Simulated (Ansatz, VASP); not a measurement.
**HfO3 in VASP and in Ansatz**

```
Hf O
1.0
     4.51371    0.00000    0.00000
    -2.25686    3.90899    0.00000
     0.00000    0.00000    4.22631
Hf O
2 6
Direct
  0.33333 0.66667 0.25000
  0.66667 0.33333 0.75000
  0.82429 0.64859 0.25000
  0.17571 0.82429 0.75000
  0.35141 0.17571 0.25000
  0.17571 0.35141 0.75000
  0.82429 0.17571 0.25000
  0.64859 0.82429 0.75000
```

Alike in both runs: functional PBE; k mesh 12 × 12 × 10; occupations gaussian, width 0.1 eV; no spin polarisation.

Ansatz relaxed the structure, and its values are those at the end. VASP's run is a single point on that final structure, the one shown.

|  | VASP | Ansatz |
| --- | --- | --- |
| version | VASP 6.6.1 | Ansatz 0.2.0 |
| potentials or method | VASP PAW PBE potentials, release 64 (Hf_pv, O), cutoff 520 eV | scalar-relativistic, plane waves, PAW |
| valence electrons in the cell | 56 | 88 |

```csv
,VASP,Ansatz,Ansatz less VASP
gap on the k mesh at the Fermi level (eV),none,none,-
pressure (GPa),-3.4,0.0,+3.38
rms of the force components (eV/Å),0.022,0.000,-0.0225
```

A gap of «none» marks a metal or a gap that the smearing closes. VASP's potentials hold 56 valence electrons a cell and Ansatz's 88, so a difference there can come from the potentials and not from the codes.

Spin-orbit coupling is off throughout.
